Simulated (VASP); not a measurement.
**Y: single point with PBEsol**

Crystal: Y.

```xyz
1
Lattice="0.0000 2.5471 2.6092 2.5471 0.0000 2.6092 2.5471 2.5471 0.0000" Properties=species:S:1:pos:R:3 pbc="T T T"
Y     0.0000    0.0000    0.0000
```

This cell differs from its parent crystal: strain +0.025 along x and y, +0.050 along z.

* Program: VASP 6.6.1
* Task: single point
* Functional: PBEsol
* Potentials or basis: VASP PAW PBE potentials, release 64 (Y_sv)
* Cutoff: 520 eV
* k mesh: 16 × 16 × 16
* Occupations: gaussian, width 0.15 eV
* Spin: no spin polarisation
* Dipole correction: no
* Further INCAR settings: ALGO = Normal; EDIFF = 1e-06; NBANDS = 12

- Pressure: -3.5 GPa

Stress tensor (GPa, compression positive):
```
-3.23  0.00  0.00
 0.00 -3.23  0.00
 0.00  0.00 -3.92
```

Levels at points of the mesh, in eV from the Fermi level:
```csv
k point,band 3,band 4,band 5,band 6,band 7,band 8
"(0.00, 0.00, 0.00)",-22.44,-22.44,-4.71,1.60,1.79,1.79
"(0.50, 0.00, 0.00)",-22.51,-22.50,-1.95,0.52,1.47,1.68
"(0.50, 0.50, 0.00)",-22.60,-22.60,-1.69,-0.78,1.73,5.05
"(0.50, 0.00, 0.50)",-22.64,-22.61,-1.65,-0.82,2.01,5.02
```

It took 110 s on 1 thread of AMD EPYC 7R13 Processor (Zen 3), with other jobs on the host, peak memory 0.26 GiB.

Caveat: the cell differs from its parent crystal (strain +0.025 along x and y, +0.050 along z); the PAW data sets were made with another functional, which shifts forces and pressure a little.
